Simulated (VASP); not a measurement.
# BAs (F-43m) in VASP: notebook

BAs is run at these levels: LDA; tasks: single point.

Program: VASP 6.6.1. These are calculated values, not measurements. Logs are shortened: lines on timing, memory, paths and dates and some standing lists are left out, and cuts for length are marked.

### Step 1. The cell of the first run

It takes space group F-43m (No. 216, cubic). Conventional cell: a = 4.809 Å, b = 4.809 Å, c = 4.809 Å, α = 90.00°, β = 90.00°, γ = 90.00°. Within 2.8 Å of B (site symmetry -43m) lie 4 As at 2.08 Å. As (site symmetry -43m) has 4 B at 2.08 Å within 2.8 Å.

### Step 2. Single point, LDA (13.90 Å³/atom)

The input, INCAR:

```
PREC = Accurate ; ENCUT = 520
EDIFF = 1E-7 ; ISMEAR = -1
SIGMA = 0.03 ; LREAL = False
LASPH = True ; NELM = 80
ALGO = Normal ; ISIF = 2
LWAVE = False ; LCHARG = False
GGA = CA ; NBANDS = 11
```

The input, KPOINTS:

```
regular mesh
0
Gamma
  15 15 15
```

The input, POSCAR:

```
BAs
1.0
    0.0000000000      2.4043183418      2.4043183418
    2.4043183418      0.0000000000      2.4043183418
    2.4043183418      2.4043183418      0.0000000000
B As
1 1
Direct
    0.0000000000      0.0000000000      0.0000000000
    0.7500000000      0.7500000000      0.7500000000
```

Potentials or basis: VASP PAW LDA potentials, release 64 (B, As).

On the command line:

```
$ cat potpaw_LDA.64/B/POTCAR potpaw_LDA.64/As/POTCAR > POTCAR
$ mpirun -np 1 vasp_std > vasp.out
```

OUTCAR:

```text
PREC = Accurate
   ENCUT = 520
   EDIFF = 1E-7
   ISMEAR = -1
   LREAL = False
   LASPH = True
   NELM = 80
   ISIF = 2
   GGA = CA

 ion  position               nearest neighbor table
   1  0.000  0.000  0.000-   2 2.08   2 2.08   2 2.08   2 2.08
   2  0.750  0.750  0.750-   1 2.08   1 2.08   1 2.08   1 2.08

  LATTYP: Found a face centered cubic cell.
 ALAT       =     4.8086366836

  Lattice vectors:

 A1 = (   0.0000000000,   2.4043183418,   2.4043183418)
 A2 = (   2.4043183418,   0.0000000000,   2.4043183418)
 A3 = (   2.4043183418,   2.4043183418,   0.0000000000)

Analysis of symmetry for initial positions (statically):
=====================================================================
 Subroutine PRICEL returns:
 Original cell was already a primitive cell.

 Routine SETGRP: Setting up the symmetry group for a
 face centered cubic supercell.

 Subroutine GETGRP returns: Found 24 space group operations
 (whereof 24 operations were pure point group operations)
 out of a pool of 48 trial point group operations.

The static configuration has the point symmetry T_d .

Analysis of symmetry for dynamics (positions and initial velocities):
=====================================================================
 Subroutine PRICEL returns:
 Original cell was already a primitive cell.

 Routine SETGRP: Setting up the symmetry group for a
 face centered cubic supercell.

 Subroutine GETGRP returns: Found 24 space group operations
 (whereof 24 operations were pure point group operations)
 out of a pool of 48 trial point group operations.

The dynamic configuration has the point symmetry T_d .

 Subroutine INISYM returns: Found 24 space group operations
 (whereof 24 operations are pure point group operations),
 and found     1 'primitive' translations

----------------------------------------------------------------------------------------

                                     Primitive cell

  volume of cell :      27.7975

  direct lattice vectors                    reciprocal lattice vectors
     0.000000000  2.404318342  2.404318342    -0.207959151  0.207959151  0.207959151
     2.404318342  0.000000000  2.404318342     0.207959151 -0.207959151  0.207959151
     2.404318342  2.404318342  0.000000000     0.207959151  0.207959151 -0.207959151

  length of vectors
     3.400219607  3.400219607  3.400219607     0.360195815  0.360195815  0.360195815

  position of ions in fractional coordinates (direct lattice)
     0.000000000  0.000000000  0.000000000
[... 85 lines left out ...]
   ISYM   =      2    0-nonsym 1-usesym 2-fastsym
   POTIM  = 0.5000    time-step for ionic-motion
   TEBEG  =    0.0;   TEEND  =   0.0 temperature during run
   PSTRESS=    0.0 pullay stress
   NELECT =       8.0000    total number of electrons
   NUPDOWN=      -1.0000    fix difference up-down
   EMIN   =  10.00;   EMAX   =-10.00  energy-range for DOS
   EFERMI =   0.00;   METHOD = LEGACY
   ISMEAR =    -1;   SIGMA  =   0.03  broadening in eV -4-tet -1-fermi 0-gaus
   EFERMI_NEDOS =   21; number of points for ismear=-14 and -15
   IALGO  =     38    algorithm
   IMIX   =      4    mixing-type and parameters
     AMIX     =   0.40;   BMIX     =  1.00
     AMIX_MAG =   1.60;   BMIX_MAG =  1.00
  volume/ion in A,a.u.               =      13.90        93.79
  Fermi-wavevector in a.u.,A,eV,Ry     =   1.080860  2.042530 15.895126  1.168259
  Thomas-Fermi vector in A             =   2.216862
   LORBIT       =      0    0 simple, 1 ext, 2 COOP (PROOUT), +10 PAW based schemes
   GGA     = CA    functional components
   LHFCALC =     F    Hartree Fock is set to
   AEXX    =    0.0000 exact exchange contribution
   IVDW    =     0    specifies the selected vdW correction
   LEPSILON=     F    determine dielectric tensor
   LRPA    =     F    only Hartree local field effects (RPA)
 non-spin polarized calculation
  energy-cutoff  :      520.00
  volume of cell :       27.80
 maximum number of plane-waves:       763
 NGX is ok and might be reduce to    28
   NGX = 13   NGY = 13   NGZ = 13

 number of electron       8.0000000 magnetization

 Free energy of the ion-electron system (eV)
  ---------------------------------------------------
  ext. energy  EPLUGINS =         0.00000000
  ---------------------------------------------------
  free energy    TOTEN  =       -12.90648542 eV

  energy without entropy =      -12.90648542  energy(sigma->0) =      -12.90648542

 E-fermi :   6.4836     XC(G=0): -10.7018

 val. band max:        5.9351284557   @ k =   0.0000   0.0000   0.0000
 cond. band min:       7.0745553279   @ k =   0.4000   0.4000   0.0000
 fundamental gap:      1.1394268722
 Fermi energy:         6.4835832218

 k-point     1 :       0.0000    0.0000    0.0000
  band No.  band energies     occupation
      1      -9.2637      2.00000
      2       5.9351      2.00000
      3       5.9351      2.00000
      4       5.9351      2.00000
      5       9.1593      0.00000
      6       9.1593      0.00000
      7       9.1593      0.00000
      8      10.3766      0.00000
      9      15.1937      0.00000
     10      18.8861      0.00000
     11      18.8861      0.00000
[... 309 lines left out ...]
 k-point    24 :       0.2000    0.1333    0.0000
  band No.  band energies     occupation
      1      -8.6254      2.00000
      2       3.1476      2.00000
      3       4.2799      2.00000
      4       4.4829      2.00000
      5       8.3853      0.00000
      6      10.8970      0.00000
      7      11.4093      0.00000
      8      11.9072      0.00000
      9      15.6387      0.00000
     10      17.4220      0.00000
     11      19.0973      0.00000

 [... further k-points ...]

------------------------ aborting loop because EDIFF is reached ----------------------------------------

  FORCE on cell =-STRESS in cart. coord.  units (eV):
  Direction    XX          YY          ZZ          XY          YZ          ZX
  --------------------------------------------------------------------------------------
  -------------------------------------------------------------------------------------
  Total       -0.9790606     -0.9790606     -0.9790606     -0.0000000     -0.0000000      0.0000000
  in kB      -56.4305453    -56.4305453    -56.4305453     -0.0000000     -0.0000000      0.0000000
  external PRESSURE =     -56.4305453 kB  Pullay stress =       0.0000000 kB

 VOLUME and BASIS-vectors are now :
 -----------------------------------------------------------------------------
  energy-cutoff  :      520.00
  volume of cell :       27.80
      direct lattice vectors                 reciprocal lattice vectors
     0.000000000  2.404318342  2.404318342    -0.207959151  0.207959151  0.207959151
     2.404318342  0.000000000  2.404318342     0.207959151 -0.207959151  0.207959151
     2.404318342  2.404318342  0.000000000     0.207959151  0.207959151 -0.207959151

 POSITION                                       TOTAL-FORCE (eV/Angst)
 -----------------------------------------------------------------------------------
      0.00000      0.00000      0.00000        -0.000000     -0.000000     -0.000000
      3.60648      3.60648      3.60648         0.000000      0.000000      0.000000
 -----------------------------------------------------------------------------------
    total drift:                                0.000000      0.000000      0.000000

  FREE ENERGIE OF THE ION-ELECTRON SYSTEM (eV)
  ---------------------------------------------------
  free  energy   TOTEN  =       -12.9064854162 eV

  energy  without entropy=      -12.9064854162  energy(sigma->0) =      -12.90648542
```

OSZICAR:

```text
N       E                     dE             d eps       ncg     rms          rms(c)
DAV:   1     0.108447262509E+02    0.10845E+02   -0.37502E+03  2640   0.637E+02
DAV:   2    -0.128843461022E+02   -0.23729E+02   -0.22673E+02  3539   0.103E+02
DAV:   3    -0.135862661749E+02   -0.70192E+00   -0.70076E+00  3297   0.168E+01
DAV:   4    -0.135881256265E+02   -0.18595E-02   -0.18594E-02  2927   0.102E+00
DAV:   5    -0.135881288157E+02   -0.31892E-05   -0.31892E-05  3127   0.442E-02    0.487E+00
DAV:   6    -0.129935029822E+02    0.59463E+00   -0.16201E+00  2835   0.504E+00    0.230E+00
DAV:   7    -0.129192836349E+02    0.74219E-01   -0.17655E-01  3116   0.211E+00    0.880E-01
DAV:   8    -0.129064546764E+02    0.12829E-01   -0.22562E-02  3030   0.786E-01    0.956E-02
DAV:   9    -0.129064774220E+02   -0.22746E-04   -0.76858E-04  2940   0.167E-01    0.545E-02
DAV:  10    -0.129064840890E+02   -0.66670E-05   -0.76836E-05  2802   0.498E-02    0.122E-02
DAV:  11    -0.129064855493E+02   -0.14603E-05   -0.16952E-06  3218   0.832E-03    0.112E-02
DAV:  12    -0.129064854158E+02    0.13352E-06   -0.82622E-07  2862   0.375E-03    0.312E-03
DAV:  13    -0.129064854162E+02   -0.44952E-09   -0.33083E-08  1428   0.120E-03
   1 F= -.12906485E+02 E0= -.12906485E+02  d E =-.199873E-10
```

stdout:

```text
POSCAR found type information on POSCAR B As
 POSCAR found :  2 types and       2 ions
 scaLAPACK will be used
 LDA part: xc-table for (Slater(with rela. corr.)+CA(PZ))
 , standard interpolation
 POSCAR, INCAR and KPOINTS ok, starting setup
 FFT: planning ... GRIDC
 FFT: planning ... GRID_SOFT
 FFT: planning ... GRID
 WAVECAR not read
 entering main loop
```

Run time: 43 s. Hardware: 1 thread of Intel Xeon 8259CL, shared host; peak memory 0.17 GiB.

Results:

* Free energy: -12.9065 eV
* Pressure: -5.6 GPa
* Band gap on the k mesh: 1.14 eV (least direct gap 3.22 eV)

Caveat: the cell stands under tension; an odd mesh through Γ misses points on the zone boundary, where band edges can lie.

### Step 3. Single point, LDA (14.17 Å³/atom)

This run uses another cell than the first one, of 14.17 Å³/atom.

The input, INCAR:

```
PREC = Accurate
ENCUT = 520
EDIFF = 1E-7
ISMEAR = -1
SIGMA = 0.03
LREAL = False
LASPH = True
NELM = 60
ALGO = Normal
ISIF = 2
LWAVE = False
LCHARG = False
GGA = CA
NBANDS = 11
```

KPOINTS is that of step 2.

The input, POSCAR:

```
BAs
1.0
    0.0000000000      2.4199312360      2.4199312360
    2.4199312360      0.0000000000      2.4199312360
    2.4199312360      2.4199312360      0.0000000000
B As
1 1
Direct
    0.0000000000      0.0000000000      0.0000000000
    0.7500000000      0.7500000000      0.7500000000
```

Potentials or basis: VASP PAW LDA potentials, release 64 (B, As).

On the command line:

```
$ cat potpaw_LDA.64/B/POTCAR potpaw_LDA.64/As/POTCAR > POTCAR
$ mpirun -np 1 vasp_std > vasp.out
```

Wall time 42 s (1 thread of Intel Xeon 8259CL, shared host); peak memory 0.17 GiB.

The run converged. Its results:

```yaml
Free_energy: -12.8834 eV
Pressure: -7.9 GPa
Band_gap_on_the_k_mesh: 1.16 eV (least direct gap 3.20 eV)
```

Levels at points of the mesh, in eV from the valence-band top:
```
           k point  band 1  band 2  band 3  band 4  band 5  band 6  band 7  band 8
(0.00, 0.00, 0.00)  -15.03    0.00    0.00    0.00    3.20    3.20    3.20    4.20
```

Caveat: the cell stands under tension; an odd mesh through Γ misses points on the zone boundary, where band edges can lie.

[end of part 1 of 2]
